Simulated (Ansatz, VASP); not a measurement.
# Na in VASP and in Ansatz

The input INCAR:

```
SYSTEM = Na
ALGO     = Normal         ! electronic algorithm
EDIFF    = 1E-7           ! SCF threshold, eV
ENCUT    = 520            ! plane-wave cutoff, eV
GGA      = PE             ! functional
ISIF     = 2              ! what is computed and relaxed
ISMEAR   = -1             ! smearing method
LASPH    = .True.         ! aspherical terms in the spheres
LCHARG   = .False.        ! write CHGCAR
LREAL    = .False.        ! projectors in reciprocal space
LWAVE    = .False.        ! write WAVECAR
NBANDS   = 10             ! bands
NELM     = 60             ! most SCF steps
PREC     = Accurate       ! precision mode
SIGMA    = 0.08           ! smearing width, eV
```

Contents of KPOINTS:

```
k-points
0
Gamma
  13 13 13
  0 0 0
```

The input POSCAR:

```
Na
1.0
   -2.1147713941      2.1147713941      2.1147713941
    2.1147713941     -2.1147713941      2.1147713941
    2.1147713941      2.1147713941     -2.1147713941
Na
1
Direct
    0.0000000000      0.0000000000      0.0000000000
```

Input for Ansatz:

```yaml
crystal:
  lattice:
    - [-2.1147713941, 2.1147713941, 2.1147713941]
    - [2.1147713941, -2.1147713941, 2.1147713941]
    - [2.1147713941, 2.1147713941, -2.1147713941]
  atoms:
    - { symbol: Na, position: [0.0, 0.0, 0.0] }
kpoints:
  mp_grid: { grid: [13, 13, 13] }
scf:
  occupations: { method: fermi_dirac, width: 0.08 }
hamiltonian:
  xc: pbe
  pseudopotentials: { kind: all_electron, lapw: { basis_error: 0.0005 } }
output:
  forces: true
  stress: true
  eigenvalues: true
```

Change from the starting cell: volume scaled by 1.025.

Alike in both runs: task single point; functional PBE; k mesh 13 × 13 × 13; occupations fermi-dirac, width 0.08 eV; no spin polarisation.

|  | VASP | Ansatz |
| --- | --- | --- |
| version | VASP 6.6.1 | Ansatz 0.2.0 |
| potentials or method | VASP PAW PBE potentials, release 64 (Na_pv), cutoff 520 eV | all-electron LAPW, scalar-relativistic |

```tsv
	VASP	Ansatz	Ansatz less VASP
pressure (GPa)	-0.2	-0.2	+0.01
```

Ansatz ran all-electron here, and VASP with PAW potentials.
